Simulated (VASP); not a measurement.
# Si5Ge (P-6m2) in VASP: relaxation of cell and atoms with PBE

Aim: the relaxation of cell and atoms of Si5Ge with PBE.

Everything below comes from runs of VASP 6.6.1. Logs are shortened: lines on timing, memory, paths and dates and some standing lists are left out, and cuts for length are marked.

### 1 The cell of the first run

The structure is hexagonal, space group P-6m2 (No. 187). The conventional cell has a = 2.817 Å, b = 2.817 Å, c = 13.447 Å, α = 90.00°, β = 90.00°, γ = 120.00°. Within 3.5 Å of Si (site symmetry 3m) lie 12 Si at 2.65 to 2.82 Å. Si (site symmetry 3m) has 9 Si at 2.65 to 2.82 Å and 3 Ge at 2.94 Å within 3.5 Å. Within 3.6 Å of Si (site symmetry -6m2) lie 12 Si at 2.72 to 2.82 Å. Ge (site symmetry -6m2) has 6 Ge at 2.82 Å and 6 Si at 2.94 Å within 3.7 Å.

### 2 Relaxation of cell and atoms, PBE

Contents of INCAR:

```
SYSTEM = Si5Ge
PREC = Accurate
ENCUT = 600
EDIFF = 1E-7
ISMEAR = 0
SIGMA = 0.1
LREAL = .FALSE.
LASPH = .TRUE.
NELM = 80
ALGO = Normal
ISIF = 3
LWAVE = .FALSE.
LCHARG = .FALSE.
GGA = PE
IBRION = 2
NSW = 100
EDIFFG = -0.01
```

Contents of KPOINTS:

```
regular mesh
0
G
  18 18 4
  0 0 0
```

Contents of POSCAR:

```
Si5Ge
1.0
    2.8167895853      0.0000000000      0.0000000000
   -1.4083947927      2.4394113380      0.0000000000
    0.0000000000      0.0000000000     13.4472952189
Si Ge
5 1
Direct
    0.6666666667      0.3333333333      0.8381436272
    0.6666666667      0.3333333333      0.1618563728
    0.3333333333      0.6666666667      0.6823695801
    0.3333333333      0.6666666667      0.0000000000
    0.3333333333      0.6666666667      0.3176304199
    0.6666666667      0.3333333333      0.5000000000
```

Potentials or basis: VASP PAW PBE potentials, release 64 (Si, Ge_d).

Command:

```console
> cat potpaw_PBE.64/Si/POTCAR potpaw_PBE.64/Ge_d/POTCAR > POTCAR
> mpirun -np 1 vasp_std > vasp.out
```

OUTCAR:

```text
SYSTEM = Si5Ge
   PREC = Accurate
   ENCUT = 600
   EDIFF = 1E-7
   ISMEAR = 0
   LREAL = .FALSE.
   LASPH = .TRUE.
   NELM = 80
   ISIF = 3
   GGA = PE
   IBRION = 2
   NSW = 100
   EDIFFG = -0.01

 ion  position               nearest neighbor table
   1  0.667  0.333  0.838-   3 2.65   3 2.65   3 2.65   4 2.72   4 2.72   4 2.72
   2  0.667  0.333  0.162-   5 2.65   5 2.65   5 2.65   4 2.72   4 2.72   4 2.72
   3  0.333  0.667  0.682-   1 2.65   1 2.65   1 2.65   6 2.94   6 2.94   6 2.94
   4  0.333  0.667  0.000-   1 2.72   2 2.72   1 2.72   2 2.72   1 2.72   2 2.72
   5  0.333  0.667  0.318-   2 2.65   2 2.65   2 2.65   6 2.94   6 2.94   6 2.94
   6  0.667  0.333  0.500-   3 2.94   5 2.94   3 2.94   5 2.94   3 2.94   5 2.94

  LATTYP: Found a hexagonal cell.
 ALAT       =     2.8167895853
 C/A-ratio  =     4.7739793164

  Lattice vectors:

 A1 = (   2.8167895853,   0.0000000000,   0.0000000000)
 A2 = (  -1.4083947927,   2.4394113380,   0.0000000000)
 A3 = (   0.0000000000,   0.0000000000,  13.4472952189)

Analysis of symmetry for initial positions (statically):
=====================================================================
 Subroutine PRICEL returns:
 Original cell was already a primitive cell.

 Routine SETGRP: Setting up the symmetry group for a
 hexagonal supercell.

 Subroutine GETGRP returns: Found 12 space group operations
 (whereof 12 operations were pure point group operations)
 out of a pool of 24 trial point group operations.

The static configuration has the point symmetry D_3h.

Analysis of symmetry for dynamics (positions and initial velocities):
=====================================================================
 Subroutine PRICEL returns:
 Original cell was already a primitive cell.

 Routine SETGRP: Setting up the symmetry group for a
 hexagonal supercell.

 Subroutine GETGRP returns: Found 12 space group operations
 (whereof 12 operations were pure point group operations)
 out of a pool of 24 trial point group operations.

The dynamic configuration has the point symmetry D_3h.

 Subroutine INISYM returns: Found 12 space group operations
 (whereof 12 operations are pure point group operations),
 and found     1 'primitive' translations

----------------------------------------------------------------------------------------

                                     Primitive cell

  volume of cell :      92.4005

  direct lattice vectors                    reciprocal lattice vectors
     2.816789585  0.000000000  0.000000000     0.355014093  0.204967482  0.000000000
    -1.408394793  2.439411338  0.000000000     0.000000000  0.409934964  0.000000000
     0.000000000  0.000000000 13.447295219     0.000000000  0.000000000  0.074364397

  length of vectors
     2.816789585  2.816789585 13.447295219     0.409934964  0.409934964  0.074364397

  position of ions in fractional coordinates (direct lattice)
     0.666666667  0.333333333  0.838143627
     0.666666667  0.333333333  0.161856373
     0.333333333  0.666666667  0.682369580
     0.333333333  0.666666667  0.000000000
     0.333333333  0.666666667  0.317630420
     0.666666667  0.333333333  0.500000000

  ion indices of the primitive-cell ions
   primitive index   ion index
                 1           1
                 2           2
                 3           3
                 4           4
                 5           5
                 6           6

----------------------------------------------------------------------------------------

 KPOINTS: regular mesh

Automatic generation of k-mesh.
 Grid dimensions read from file:
 generate k-points for:   18   18    4

 Generating k-lattice:

  Cartesian coordinates                     Fractional coordinates (reciprocal lattice)
     0.019723005  0.011387082  0.000000000     0.055555556  0.000000000  0.000000000
     0.000000000  0.022774165  0.000000000     0.000000000  0.055555556  0.000000000
     0.000000000  0.000000000  0.018591099     0.000000000  0.000000000  0.250000000

  Length of vectors
     0.022774165  0.022774165  0.018591099

  Shift w.r.t. Gamma in fractional coordinates (k-lattice)
     0.000000000  0.000000000  0.000000000

 Subroutine IBZKPT returns following result:
 ===========================================

 Found    111 irreducible k-points:

 Following reciprocal coordinates:
            Coordinates               Weight
  0.000000  0.000000  0.000000      1.000000
  0.055556  0.000000  0.000000      6.000000
  0.111111  0.000000  0.000000      6.000000
  0.166667  0.000000  0.000000      6.000000
  0.222222  0.000000  0.000000      6.000000
  0.277778  0.000000  0.000000      6.000000
[... 16 lines left out ...]
  0.333333  0.111111  0.000000     12.000000
  0.388889  0.111111  0.000000     12.000000
 [... further k-points ...]
   k-points           NKPTS =    111   k-points in BZ     NKDIM =    111   number of bands    NBANDS=     21
   number of dos      NEDOS =    301   number of ions     NIONS =      6
   total plane-waves  NPLWV =  62208
   dimension x,y,z NGX =    24 NGY =   24 NGZ =  108
   dimension x,y,z NGXF=    48 NGYF=   48 NGZF=  216
   ions per type =               5   1
   NGX,Y,Z   is equivalent  to a cutoff of  14.16, 14.16, 13.35 a.u.
   NGXF,Y,Z  is equivalent  to a cutoff of  28.33, 28.33, 26.70 a.u.
 SYSTEM =  Si5Ge
   PREC   = accura    normal or accurate (medium, high low for compatibility)
   ISTART =      0    job   : 0-new  1-cont  2-samecut
   ICHARG =      2    charge: 1-file 2-atom 10-const
   ISPIN  =      1    spin polarized calculation?
   LNONCOLLINEAR =      F non collinear calculations
   LSORBIT =      F    spin-orbit coupling
   LASPH  =      T    aspherical Exc in radial PAW
   ENCUT  =  600.0 eV  44.10 Ry    6.64 a.u.   5.63  5.63 26.86*2*pi/ulx,y,z
   NELM   =     80;   NELMIN=  2; NELMDL= -5     # of ELM steps
   EDIFF  = 0.1E-06   stopping-criterion for ELM
   LREAL  =      F    real-space projection
   EDIFFG = -.1E-01   stopping-criterion for IOM
   NSW    =    100    number of steps for IOM
   IBRION =      2    ionic relax: 0-MD 1-quasi-New 2-CG
   NFREE  =      1    steps in history (QN), initial steepest desc. (CG)
   ISIF   =      3    stress and relaxation
   ISYM   =      2    0-nonsym 1-usesym 2-fastsym
   POTIM  = 0.5000    time-step for ionic-motion
   TEBEG  =    0.0;   TEEND  =   0.0 temperature during run
   PSTRESS=    0.0 pullay stress
   NELECT =      34.0000    total number of electrons
   NUPDOWN=      -1.0000    fix difference up-down
   EMIN   =  10.00;   EMAX   =-10.00  energy-range for DOS
   EFERMI =   0.00;   METHOD = LEGACY
   ISMEAR =     0;   SIGMA  =   0.10  broadening in eV -4-tet -1-fermi 0-gaus
   EFERMI_NEDOS =   21; number of points for ismear=-14 and -15
   IALGO  =     38    algorithm
   IMIX   =      4    mixing-type and parameters
     AMIX     =   0.40;   BMIX     =  1.00
     AMIX_MAG =   1.60;   BMIX_MAG =  1.00
  volume/ion in A,a.u.               =      15.40       103.92
  Fermi-wavevector in a.u.,A,eV,Ry     =   1.173122  2.216878 18.724530  1.376214
  Thomas-Fermi vector in A             =   2.309540
   LORBIT       =      0    0 simple, 1 ext, 2 COOP (PROOUT), +10 PAW based schemes
   GGA     = PE    functional components
   LHFCALC =     F    Hartree Fock is set to
   AEXX    =    0.0000 exact exchange contribution
   IVDW    =     0    specifies the selected vdW correction
   LEPSILON=     F    determine dielectric tensor
   LRPA    =     F    only Hartree local field effects (RPA)
 conjugate gradient relaxation of ions
 non-spin polarized calculation
 Gauss-broadening in eV      SIGMA  =   0.10
  energy-cutoff  :      600.00
  volume of cell :       92.40
 maximum number of plane-waves:      3125
 NGX is ok and might be reduce to    24
   NGX = 11   NGY = 11   NGZ = 53

--------------------------------------- Ionic step        1  -------------------------------------------

 number of electron      34.0000001 magnetization

 Free energy of the ion-electron system (eV)
  ---------------------------------------------------
  ext. energy  EPLUGINS =         0.00000000
  ---------------------------------------------------
  free energy    TOTEN  =       -28.51514420 eV

  energy without entropy =      -28.50470514  energy(sigma->0) =      -28.50992467

------------------------ aborting loop because EDIFF is reached ----------------------------------------

  FORCE on cell =-STRESS in cart. coord.  units (eV):
  Direction    XX          YY          ZZ          XY          YZ          ZX
  --------------------------------------------------------------------------------------
  -------------------------------------------------------------------------------------
  Total       -0.3485244     -0.3485244      0.8350237      0.0000000     -0.0000000      0.0000000
  in kB       -6.0432345     -6.0432345     14.4788809      0.0000000     -0.0000000      0.0000000
  external PRESSURE =       0.7974707 kB  Pullay stress =       0.0000000 kB
[... 101 lines left out ...]
  FREE ENERGIE OF THE ION-ELECTRON SYSTEM (eV)
  ---------------------------------------------------
  free  energy   TOTEN  =       -28.5261674849 eV

  energy  without entropy=      -28.5122729962  energy(sigma->0) =      -28.51922024

[... ionic steps 4 to 14 ...]

--------------------------------------- Ionic step       15  -------------------------------------------

 number of electron      34.0000006 magnetization

------------------------ aborting loop because EDIFF is reached ----------------------------------------
[... 75 lines left out ...]
--------------------------------------- Ionic step       17  -------------------------------------------

 number of electron      34.0000005 magnetization

 Free energy of the ion-electron system (eV)
  ---------------------------------------------------
  ext. energy  EPLUGINS =         0.00000000
  ---------------------------------------------------
  free energy    TOTEN  =       -28.55042185 eV

  energy without entropy =      -28.54250002  energy(sigma->0) =      -28.54646093

 E-fermi :   9.3674     XC(G=0): -11.1682

 val. band max:        9.3664155618   @ k =   0.2778   0.0556   0.0000
 cond. band min:       9.3887484368   @ k =   0.2222   0.1667   0.5000
 fundamental gap:      0.0223328750
 Fermi energy:         9.3674088874

 k-point     1 :       0.0000    0.0000    0.0000
  band No.  band energies     occupation
      1     -15.5758      2.00000
      2     -15.5472      2.00000
      3     -15.5472      2.00000
      4     -15.4411      2.00000
      5     -15.4411      2.00000
      6      -4.8627      2.00000
[... 565 lines left out ...]
     20      10.4242      0.00000
     21      10.6609      0.00000

 [... further k-points ...]

------------------------ aborting loop because EDIFF is reached ----------------------------------------

  FORCE on cell =-STRESS in cart. coord.  units (eV):
  Direction    XX          YY          ZZ          XY          YZ          ZX
  --------------------------------------------------------------------------------------
  -------------------------------------------------------------------------------------
  Total       -0.0579111     -0.0579111     -0.0054994      0.0000000     -0.0000000      0.0000000
  in kB       -1.0046224     -1.0046224     -0.0954013      0.0000000     -0.0000000      0.0000000
  external PRESSURE =      -0.7015487 kB  Pullay stress =       0.0000000 kB
[... 21 lines left out ...]
  FREE ENERGIE OF THE ION-ELECTRON SYSTEM (eV)
  ---------------------------------------------------
  free  energy   TOTEN  =       -28.5504218460 eV

  energy  without entropy=      -28.5425000163  energy(sigma->0) =      -28.54646093

 reached required accuracy - stopping structural energy minimisation
```

Run time: 51 min. Hardware: 1 thread of Intel Xeon Platinum 8259CL at 2.50GHz (Skylake/Cascade Lake), shared host; peak memory 0.43 GiB.

Results:

| Quantity | Value |
| --- | --- |
| Free energy | -28.5504 eV |
| Relaxed volume | 15.39 Å³/atom |
| Relaxed cell | a = 2.763 Å, b = 2.763 Å, c = 13.968 Å, α = 90.00°, β = 90.00°, γ = 120.00° |
| Space group after relaxing (to 0.1 Å) | P-6m2 (No. 187) |
| Energy gained by relaxing | 5.9 meV/atom |
| Ionic steps | 17 |
| Pressure after relaxing | -0.1 GPa |
| Largest force after relaxing | 0.005 eV/Å |

Forces on the atoms (eV/Å):
```
Si   0.000  0.000 -0.005
Si   0.000  0.000  0.005
Si   0.000  0.000  0.005
Si   0.000  0.000  0.000
Si   0.000  0.000 -0.005
Ge   0.000  0.000  0.000
```

The path:
| step | energy change (eV) | largest force (eV/Å) | pressure (GPa) | volume (Å³) |
| --- | --- | --- | --- | --- |
| 1 | 0.0000 | 0.0969 | 0.08 | 92.40 |
| 2 | -0.0063 | 0.0458 | -0.07 | 92.50 |
| 3 | -0.0110 | 0.0265 | -0.22 | 92.59 |
| 4 | -0.0230 | 0.0382 | -0.51 | 92.77 |
| 5 | -0.0097 | 0.2104 | -0.89 | 93.05 |
| 6 | -0.0283 | 0.1114 | -0.68 | 92.87 |
| 7 | -0.0263 | 0.1259 | 0.69 | 91.33 |
| 8 | -0.0306 | 0.1213 | -0.14 | 92.25 |
| 9 | -0.0324 | 0.0638 | 0.26 | 91.85 |
| 10 | -0.0324 | 0.0585 | 0.30 | 91.81 |
| 11 | -0.0339 | 0.0341 | 0.05 | 92.13 |
| 12 | -0.0342 | 0.0464 | -0.16 | 92.41 |
| 13 | -0.0349 | 0.0381 | -0.01 | 92.28 |
| 14 | -0.0349 | 0.0387 | -0.03 | 92.29 |
| 15 | -0.0352 | 0.0230 | 0.09 | 92.18 |
| 16 | -0.0352 | 0.0136 | 0.14 | 92.12 |
| 17 | -0.0353 | 0.0054 | -0.07 | 92.36 |

Final structure:
```
Si Ge
1.0
     2.76317    0.00000    0.00000
    -1.38159    2.39298    0.00000
     0.00000    0.00000   13.96762
Si Ge
5 1
Direct
  0.66667 0.33333 0.84152
  0.66667 0.33333 0.15848
  0.33333 0.66667 0.68392
  0.33333 0.66667 0.00000
  0.33333 0.66667 0.31608
  0.66667 0.33333 0.50000
```

Levels at points of the mesh, in eV from the Fermi level:
| k point | band 15 | band 16 | band 17 | band 18 | band 19 | band 20 |
| --- | --- | --- | --- | --- | --- | --- |
| (0.00, 0.00, 0.00) | 3.61 | 4.27 | 7.84 | 7.84 | 8.40 | 8.40 |
| (0.50, 0.00, 0.00) | -4.30 | -1.84 | -1.81 | -1.38 | 0.33 | 2.97 |
| (0.00, 0.00, 0.50) | 0.84 | 6.87 | 7.80 | 7.85 | 7.85 | 8.34 |
| (0.50, 0.00, 0.50) | -3.39 | -3.15 | -2.60 | 0.28 | 1.03 | 1.45 |

Caveat: the highest band is partly filled, so the run has too few bands.
